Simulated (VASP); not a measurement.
# TiC3 (P6_3/mmc) in VASP: single point with PBE

Aim: the single point of TiC3 with PBE.

Everything below comes from runs of VASP 6.6.1. Logs are shortened: lines on timing, memory, paths and dates and some standing lists are left out, and cuts for length are marked.

### Step 1. The cell of the first run

It takes space group P6_3/mmc (No. 194, hexagonal). The conventional cell has a = 4.362 Å, b = 4.362 Å, c = 4.607 Å, α = 90.00°, β = 90.00°, γ = 120.00°. Within 2.9 Å of Ti (site symmetry -6m2) lie 12 C at 2.22 to 2.46 Å. C (site symmetry mm2) has 2 C at 1.47 Å within 2.0 Å.

The cell was generated, and may not be a known phase.

### Step 2. Single point, PBE

Input file INCAR:

```
SYSTEM = TiC3
PREC = Accurate ; ENCUT = 600
EDIFF = 1E-6 ; ISMEAR = 0
SIGMA = 0.2 ; LREAL = .FALSE.
LASPH = .TRUE. ; NELM = 120
ALGO = Normal ; ISIF = 2
LWAVE = .FALSE. ; LCHARG = .FALSE.
GGA = PE ; NBANDS = 34
GGA_COMPAT = .FALSE.
```

Input file KPOINTS:

```
Automatic mesh
0
G
  3 3 4
  0 0 0
```

Input file POSCAR:

```
TiC3
1.0
    4.3619611117      0.0000000000      0.0000000000
   -2.1809805558      3.7775691330      0.0000000000
    0.0000000000      0.0000000000      4.6065990527
Ti C
2 6
Direct
    0.6666666667      0.3333333333      0.2500000000
    0.3333333333      0.6666666667      0.7500000000
    0.4416748166      0.2208374083      0.7500000000
    0.7791625917      0.2208374083      0.7500000000
    0.7791625917      0.5583251834      0.7500000000
    0.5583251834      0.7791625917      0.2500000000
    0.2208374083      0.7791625917      0.2500000000
    0.2208374083      0.4416748166      0.2500000000
```

Potentials or basis: VASP PAW PBE potentials, release 64 (Ti_sv, C).

The run is started by

```
$ cat potpaw_PBE.64/Ti_sv/POTCAR potpaw_PBE.64/C/POTCAR > POTCAR
$ mpirun -np 1 vasp_std > vasp.out
```

OUTCAR:

```text
SYSTEM = TiC3
   PREC = Accurate
   ENCUT = 600
   EDIFF = 1E-6
   ISMEAR = 0
   LREAL = .FALSE.
   LASPH = .TRUE.
   NELM = 120
   ISIF = 2
   GGA = PE

 ion  position               nearest neighbor table
   1  0.667  0.333  0.250-   6 2.22   8 2.22   7 2.22   7 2.22   6 2.22   8 2.22   4 2.46   4 2.46
                             5 2.46   5 2.46   3 2.46   3 2.46
   2  0.333  0.667  0.750-   3 2.22   5 2.22   4 2.22   4 2.22   3 2.22   5 2.22   7 2.46   7 2.46
                             8 2.46   8 2.46   6 2.46   6 2.46
   3  0.442  0.221  0.750-   5 1.47   4 1.47   2 2.22   2 2.22   1 2.46   1 2.46
   4  0.779  0.221  0.750-   5 1.47   3 1.47   2 2.22   2 2.22   1 2.46   1 2.46
   5  0.779  0.558  0.750-   4 1.47   3 1.47   2 2.22   2 2.22   1 2.46   1 2.46
   6  0.558  0.779  0.250-   8 1.47   7 1.47   1 2.22   1 2.22   2 2.46   2 2.46
   7  0.221  0.779  0.250-   8 1.47   6 1.47   1 2.22   1 2.22   2 2.46   2 2.46
   8  0.221  0.442  0.250-   7 1.47   6 1.47   1 2.22   1 2.22   2 2.46   2 2.46

  LATTYP: Found a hexagonal cell.
 ALAT       =     4.3619611117
 C/A-ratio  =     1.0560843929

  Lattice vectors:

 A1 = (   4.3619611117,   0.0000000000,   0.0000000000)
 A2 = (  -2.1809805558,   3.7775691330,   0.0000000000)
 A3 = (   0.0000000000,   0.0000000000,   4.6065990527)

Analysis of symmetry for initial positions (statically):
=====================================================================
 Subroutine PRICEL returns:
 Original cell was already a primitive cell.

 Routine SETGRP: Setting up the symmetry group for a
 hexagonal supercell.

 Subroutine GETGRP returns: Found 24 space group operations
 (whereof 12 operations were pure point group operations)
 out of a pool of 24 trial point group operations.

The static configuration has the point symmetry D_3d.
 The point group associated with its full space group is D_6h.

Analysis of symmetry for dynamics (positions and initial velocities):
=====================================================================
 Subroutine PRICEL returns:
 Original cell was already a primitive cell.

 Routine SETGRP: Setting up the symmetry group for a
 hexagonal supercell.

 Subroutine GETGRP returns: Found 24 space group operations
 (whereof 12 operations were pure point group operations)
 out of a pool of 24 trial point group operations.

The dynamic configuration has the point symmetry D_3d.
 The point group associated with its full space group is D_6h.

 Subroutine INISYM returns: Found 24 space group operations
 (whereof 12 operations are pure point group operations),
 and found     1 'primitive' translations

----------------------------------------------------------------------------------------

[... 100 lines left out ...]
   NUPDOWN=      -1.0000    fix difference up-down
   EMIN   =  10.00;   EMAX   =-10.00  energy-range for DOS
   EFERMI =   0.00;   METHOD = LEGACY
   ISMEAR =     0;   SIGMA  =   0.20  broadening in eV -4-tet -1-fermi 0-gaus
   EFERMI_NEDOS =   21; number of points for ismear=-14 and -15
   IALGO  =     38    algorithm
   IMIX   =      4    mixing-type and parameters
     AMIX     =   0.40;   BMIX     =  1.00
     AMIX_MAG =   1.60;   BMIX_MAG =  1.00
  volume/ion in A,a.u.               =       9.49        64.03
  Fermi-wavevector in a.u.,A,eV,Ry     =   1.405175  2.655395 26.864926  1.974516
  Thomas-Fermi vector in A             =   2.527662
   LORBIT       =      0    0 simple, 1 ext, 2 COOP (PROOUT), +10 PAW based schemes
   GGA     = PE    functional components
   LHFCALC =     F    Hartree Fock is set to
   AEXX    =    0.0000 exact exchange contribution
   IVDW    =     0    specifies the selected vdW correction
   LEPSILON=     F    determine dielectric tensor
   LRPA    =     F    only Hartree local field effects (RPA)
 non-spin polarized calculation
 Gauss-broadening in eV      SIGMA  =   0.20
  energy-cutoff  :      600.00
  volume of cell :       75.91
 maximum number of plane-waves:      2544
 NGX is ok and might be reduce to    36
   NGX = 17   NGY = 17   NGZ = 19

 number of electron      47.9999995 magnetization

 Free energy of the ion-electron system (eV)
  ---------------------------------------------------
  ext. energy  EPLUGINS =         0.00000000
  ---------------------------------------------------
  free energy    TOTEN  =       -63.93020847 eV

  energy without entropy =      -63.90213030  energy(sigma->0) =      -63.91616938

 E-fermi :   7.8031     XC(G=0): -11.8304

 val. band max:        7.4977294716   @ k =   0.3333   0.3333   0.5000
 cond. band min:       7.9494024812   @ k =   0.3333  -0.0000   0.5000
 fundamental gap:      0.4516730096
 Fermi energy:         7.8030601291

 k-point     1 :       0.0000    0.0000    0.0000
  band No.  band energies     occupation
      1     -49.9706      2.00000
      2     -49.9503      2.00000
      3     -26.4901      2.00000
      4     -26.3787      2.00000
      5     -26.1901      2.00000
      6     -26.1901      2.00000
[... 322 lines left out ...]
     33      10.7216      0.00000
     34      10.7216      0.00000

------------------------ aborting loop because EDIFF is reached ----------------------------------------

  FORCE on cell =-STRESS in cart. coord.  units (eV):
  Direction    XX          YY          ZZ          XY          YZ          ZX
  --------------------------------------------------------------------------------------
  -------------------------------------------------------------------------------------
  Total        0.3331046      0.3331046      0.0044731      0.0000000      0.0000000      0.0000000
  in kB        7.0309916      7.0309916      0.0944166      0.0000000      0.0000000      0.0000000
  external PRESSURE =       4.7188000 kB  Pullay stress =       0.0000000 kB

 VOLUME and BASIS-vectors are now :
 -----------------------------------------------------------------------------
  energy-cutoff  :      600.00
  volume of cell :       75.91
      direct lattice vectors                 reciprocal lattice vectors
     4.361961112  0.000000000  0.000000000     0.229254680  0.132360251  0.000000000
    -2.180980556  3.777569133  0.000000000     0.000000000  0.264720503  0.000000000
     0.000000000  0.000000000  4.606599053     0.000000000  0.000000000  0.217079887

 POSITION                                       TOTAL-FORCE (eV/Angst)
 -----------------------------------------------------------------------------------
      2.18098      1.25919      1.15165        -0.000000     -0.000000      0.000000
     -0.00000      2.51838      3.45495        -0.000000     -0.000000      0.000000
      1.44493      0.83423      3.45495        -0.104424     -0.060289      0.000000
      2.91703      0.83423      3.45495         0.104424     -0.060289     -0.000000
      2.18098      2.10911      3.45495         0.000000      0.120578      0.000000
      0.73605      2.94334      1.15165         0.104424      0.060289      0.000000
     -0.73605      2.94334      1.15165        -0.104424      0.060289      0.000000
      0.00000      1.66846      1.15165        -0.000000     -0.120578     -0.000000
 -----------------------------------------------------------------------------------
    total drift:                               -0.000000      0.000000      0.000000

  FREE ENERGIE OF THE ION-ELECTRON SYSTEM (eV)
  ---------------------------------------------------
  free  energy   TOTEN  =       -63.9302084736 eV

  energy  without entropy=      -63.9021302953  energy(sigma->0) =      -63.91616938
```

OSZICAR:

```text
N       E                     dE             d eps       ncg     rms          rms(c)
DAV:   1     0.578459722045E+03    0.57846E+03   -0.25295E+04   612   0.175E+03
DAV:   2     0.459109384197E+01   -0.57387E+03   -0.54196E+03   626   0.503E+02
DAV:   3    -0.720532436464E+02   -0.76644E+02   -0.73952E+02   988   0.162E+02
DAV:   4    -0.773733528933E+02   -0.53201E+01   -0.52950E+01   820   0.384E+01
DAV:   5    -0.776492159684E+02   -0.27586E+00   -0.27579E+00   936   0.747E+00    0.242E+01
DAV:   6    -0.651393015783E+02    0.12510E+02   -0.68216E+01   790   0.637E+01    0.114E+01
DAV:   7    -0.642742352695E+02    0.86507E+00   -0.20486E+01   800   0.359E+01    0.753E+00
DAV:   8    -0.639116780551E+02    0.36256E+00   -0.17583E+00   798   0.101E+01    0.283E+00
DAV:   9    -0.639407702782E+02   -0.29092E-01   -0.35269E-01   896   0.276E+00    0.945E-01
DAV:  10    -0.639302835075E+02    0.10487E-01   -0.57700E-02   834   0.181E+00    0.301E-01
DAV:  11    -0.639315550515E+02   -0.12715E-02   -0.13352E-02   826   0.102E+00    0.296E-01
DAV:  12    -0.639303078085E+02    0.12472E-02   -0.79077E-03   802   0.698E-01    0.743E-02
DAV:  13    -0.639302093054E+02    0.98503E-04   -0.49986E-04   830   0.181E-01    0.184E-02
DAV:  14    -0.639302115819E+02   -0.22765E-05   -0.76695E-05   918   0.503E-02    0.135E-02
DAV:  15    -0.639302085964E+02    0.29855E-05   -0.22762E-05   790   0.336E-02    0.405E-03
DAV:  16    -0.639302084736E+02    0.12279E-06   -0.21003E-06   572   0.131E-02
   1 F= -.63930208E+02 E0= -.63916169E+02  d E =-.280782E-01
```

It took 74 s on 1 thread of Intel Xeon 8259CL, shared host; peak memory 0.22 GiB.

Results:

```yaml
Free_energy: -63.9302 eV
Pressure: 0.5 GPa
Largest_force: 0.121 eV/Å
Band_gap_on_the_k_mesh: zero (bands 24 and 25 overlap by 1.17 eV)
```

Forces on the atoms (eV/Å):
```
Ti   0.000  0.000  0.000
Ti   0.000  0.000  0.000
C   -0.104 -0.060  0.000
C    0.104 -0.060  0.000
C    0.000  0.121  0.000
C    0.104  0.060  0.000
C   -0.104  0.060  0.000
C    0.000 -0.121  0.000
```

Stress tensor (GPa, compression positive):
```
0.70 0.00 0.00
0.00 0.70 0.00
0.00 0.00 0.01
```

Levels at points of the mesh, in eV from the Fermi level:
| k point | band 20 | band 21 | band 22 | band 23 | band 24 | band 25 | band 26 | band 27 | band 28 | band 29 |
| --- | --- | --- | --- | --- | --- | --- | --- | --- | --- | --- |
| (0.00, 0.00, 0.00) | -3.66 | -2.35 | -2.35 | -1.68 | -1.68 | -0.79 | -0.79 | 0.51 | 2.05 | 2.54 |
| (0.00, 0.00, 0.50) | -3.32 | -3.32 | -3.32 | 0.37 | 0.37 | 0.37 | 0.37 | 2.26 | 2.26 | 2.26 |

Caveat: the k points lie up to 0.55 Å⁻¹ apart, too coarse for converged energies and pressures of a metal.

The gap in the log of VASP goes by the Fermi energy; the results here count the filled bands.